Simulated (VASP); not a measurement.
Input of a VASP 6.6.1 run:

The input POSCAR:

```
V2N3
1.0
    2.7025291068      0.0000000000      0.0000000000
   -1.3512645534      2.3404588609      0.0000000000
    0.0000000000      0.0000000000      6.1005292438
V N
2 3
Direct
    0.6666666667      0.3333333333      0.3012591291
    0.3333333333      0.6666666667      0.6987408709
    0.0000000000      0.0000000000      0.5000000000
    0.0000000000      0.0000000000      0.1076514998
    0.0000000000      0.0000000000      0.8923485002
```

The input INCAR.step1:

```
SYSTEM = V2N3
  PREC = Accurate
  ENCUT = 520
  ISMEAR = 0
  SIGMA = 0.1
  LREAL = .FALSE.
  LASPH = .TRUE.
  NELM = 150
  ISPIN = 2
  MAGMOM = 0.42 0.42 0 0 0
  LMAXMIX = 4
  NBANDS = 32
  GGA = PE
  ALGO = Normal
  EDIFF = 1E-4
  LWAVE = .TRUE.
  LCHARG = .FALSE.
```

File INCAR.step2:

```
SYSTEM = V2N3
  PREC = Accurate
  ENCUT = 520
  EDIFF = 1E-6
  ISMEAR = 0
  SIGMA = 0.1
  LREAL = .FALSE.
  LASPH = .TRUE.
  NELM = 150
  ALGO = Normal
  ISIF = 2
  LWAVE = .FALSE.
  LCHARG = .FALSE.
  ISPIN = 2
  MAGMOM = 0.42 0.42 0 0 0
  LORBIT = 11
  LMAXMIX = 4
  METAGGA = R2SCAN
  LMIXTAU = .TRUE.
  NBANDS = 32
  ISTART = 1
```

The input KPOINTS:

```
regular mesh
0
G
  12 12 6
  0 0 0
```

Potentials or basis: VASP PAW PBE potentials, release 64 (V_sv, N).

Command:

```bash
$ cat potpaw_PBE.64/V_sv/POTCAR potpaw_PBE.64/N/POTCAR > POTCAR
$ cp INCAR.step1 INCAR
$ mpirun -np 1 vasp_std > vasp.out
$ cp INCAR.step2 INCAR
$ mpirun -np 1 vasp_std > vasp.out
```

Q: Predict the pressure.

A: 36.2 GPa.

Q: Estimate the net moment.

A: 0.00 μB per cell.

Forces on the atoms (eV/Å):
```
V    0.000  0.000 -0.024
V    0.000  0.000  0.024
N    0.000  0.000  0.000
N    0.000  0.000  0.080
N    0.000  0.000 -0.080
```

Caveat: the cell stands under pressure; the PAW data sets were made with another functional, which shifts forces and pressure a little.
